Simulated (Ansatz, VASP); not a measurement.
Li4SiC2: VASP beside Ansatz

```
CELL_PARAMETERS angstrom
1.95234 1.12719 6.28782
-1.95234 1.12719 6.28782
0.00000 -2.25437 6.28782
ATOMIC_POSITIONS crystal
Li 0.41398 0.41398 0.41398
Li 0.58602 0.58602 0.58602
Li 0.20509 0.20509 0.20509
Li 0.79491 0.79491 0.79491
Si 0.00000 0.00000 0.00000
C 0.09199 0.09199 0.09199
C 0.90801 0.90801 0.90801
```

Change from the starting cell: species swapped into the K4HgAs2 type (R-3m, No. 166).

Alike in both runs: functional PBE; k mesh 6 × 6 × 6; occupations gaussian, width 0.1 eV; no spin polarisation.

Ansatz relaxed the structure, and its values are those at the end. VASP's run is a single point on that final structure, the one shown.

```csv
,VASP,Ansatz
version,VASP 6.6.1,Ansatz 0.2.0
potentials or method,"VASP PAW PBE potentials, release 64 (Li_sv, Si, C), cutoff 520 eV","scalar-relativistic, plane waves, PAW"
valence electrons in the cell,24,24
```

```csv
,VASP,Ansatz,Ansatz less VASP
gap on the k mesh at the Fermi level (eV),0.44,0.43,-0.004
least direct gap on the mesh (eV),0.75,0.75,-0.004
```

Noted on VASP's run: the cutoff is short for stress, so the pressure is rough.
